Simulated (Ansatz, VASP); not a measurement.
Y: VASP beside Ansatz

```
Y
1.0
     3.65354    0.00000    0.00000
    -1.82677    3.16406    0.00000
     0.00000    0.00000    5.69886
Y
2
Direct
  0.33333 0.66667 0.25000
  0.66667 0.33333 0.75000
```

Alike in both runs: task single point; functional PBE; k mesh 5 × 5 × 3; occupations fermi-dirac, width 0.1 eV; no spin polarisation.

```csv
,VASP,Ansatz
version,VASP 6.6.1,Ansatz 0.2.0
potentials or method,"VASP PAW PBE potentials, release 64 (Y_sv), cutoff 520 eV","plane waves (420 eV) with PAW, scalar-relativistic"
valence electrons in the cell,22,22
```

```tsv
	VASP	Ansatz	Ansatz less VASP
pressure (GPa)	0.0	0.1	+0.11
traceless stress, the component that is largest in VASP (GPa)	-0.37	-0.37	0.000
```

The k mesh is coarse, so the values compare programs but aren't converged.
